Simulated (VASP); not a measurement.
Set up this calculation in VASP 6.6.1, as the native input.

```yaml
Task: relaxation of cell and atoms
Functional: PBE
Potentials_or_basis: VASP PAW PBE potentials, release 64 (Pb_d, S)
Cutoff: 600 eV
k_mesh: 11 × 11 × 11
Occupations: fermi-dirac, width 0.05 eV
Spin: no spin polarisation
Target_pressure: 11 GPa
Dipole_correction: no
Further_INCAR_settings: ALGO = Normal; EDIFF = 1e-07; IBRION = 2; EDIFFG = -0.005; NSW = 60; ISIF = 3
```

The structure of PbS (zincblende type) lies in POSCAR:

```
PbS
1.0
    0.0000000000      2.9882350011      2.9882350011
    2.9882350011      0.0000000000      2.9882350011
    2.9882350011      2.9882350011      0.0000000000
Pb S
1 1
Direct
    0.0000000000      0.0000000000      0.0000000000
    0.2500000000      0.2500000000      0.2500000000
```

These files were run (other wordings do the same):

INCAR

```
SYSTEM = PbS
PREC = Accurate
ENCUT = 600
EDIFF = 1E-7
ISMEAR = -1
SIGMA = 0.05
LREAL = .False.
LASPH = .True.
NELM = 60
ALGO = Normal
ISIF = 3
LWAVE = .False.
LCHARG = .False.
GGA = PE
IBRION = 2
NSW = 60
EDIFFG = -0.005
PSTRESS = 110.0
```

KPOINTS

```
regular mesh
0
Gamma
  11 11 11
  0 0 0
```

Potentials or basis: VASP PAW PBE potentials, release 64 (Pb_d, S).

Launch:

```bash
$ cat potpaw_PBE.64/Pb_d/POTCAR potpaw_PBE.64/S/POTCAR > POTCAR
$ mpirun -np 1 vasp_std > vasp.out
```

It gave:

```
Relaxed volume                                             : 29.89 Å³/atom
Relaxed cell                                               : a = 4.389 Å, b = 4.389 Å, c = 4.389 Å, α = 60.00°, β = 60.00°, γ = 60.00°
Space group after relaxing (to 0.1 Å)                      : F-43m (No. 216)
Energy change on relaxing (the run minimises the enthalpy) : -314.6 meV/atom
Ionic steps                                                : 4
Pressure after relaxing                                    : 11.0 GPa
Band gap on the k mesh                                     : 0.32 eV (least direct gap 0.95 eV)
```

Caveat: the cell is relaxed towards a set pressure, so the run minimises the enthalpy, not the energy; spin-orbit coupling is left out, which moves the levels of the heavy elements; an odd mesh through Γ misses points on the zone boundary, where band edges can lie.

Run time: 62 s on 1 thread of Intel(R) Xeon(R) 6975P-C (Granite Rapids) (shared host), peak memory 0.25 GiB.
